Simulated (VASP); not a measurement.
Here is a VASP 6.6.1 calculation.

Contents of INCAR:

```
SYSTEM = Zn3CdTe4
PREC = Accurate
ENCUT = 520
EDIFF = 1E-7
ISMEAR = 0
SIGMA = 0.02
LREAL = .False.
LASPH = .True.
NELM = 80
ALGO = Normal
ISIF = 2
LWAVE = .False.
LCHARG = .True.
GGA = PE
LELF = .True.
LVHAR = .True.
NBANDS = 46
```

Contents of KPOINTS:

```
Automatic mesh
0
Gamma
  6 4 4
  0 0 0
```

Contents of POSCAR:

```
Zn3CdTe4
1.0
    4.3446497392      0.0000000000      0.0000000000
    0.0000000000      8.7196900642      0.0000000000
    0.0000000000      0.0000000000      6.1672851315
Zn Cd Te
3 1 4
Direct
    0.0000000000      0.7585689177      0.0004764223
    0.5000000000      0.0000000000      0.4997171390
    0.0000000000      0.2414310823      0.0004764223
    0.5000000000      0.5000000000      0.5020815455
    0.5000000000      0.7625230687      0.7596577573
    0.0000000000      0.0000000000      0.2579032590
    0.5000000000      0.2374769313      0.7596577573
    0.0000000000      0.5000000000      0.2200296971
```

Potentials or basis: VASP PAW PBE potentials, release 64 (Zn, Cd, Te).

Command:

```console
$ cat potpaw_PBE.64/Zn/POTCAR potpaw_PBE.64/Cd/POTCAR potpaw_PBE.64/Te/POTCAR > POTCAR
$ mpirun -np 1 vasp_std > vasp.out
```

Q: What does it give for the band gap on the k mesh?

A: 1.12 eV.

Q: Predict the largest force.

A: 0.010 eV/Å.

Q: What does it give for the pressure?

A: 3.0 GPa.

Forces in eV/Å, atoms in the order of the input:
```
Zn   0.000 -0.003  0.000
Zn   0.000  0.000 -0.002
Zn   0.000  0.003  0.000
Cd   0.000  0.000  0.002
Te   0.000  0.005  0.005
Te   0.000  0.000  0.001
Te   0.000 -0.005  0.005
Te   0.000  0.000 -0.010
```

Caveat: the cell stands under pressure; spin-orbit coupling is left out, which moves the levels of the heavy elements.
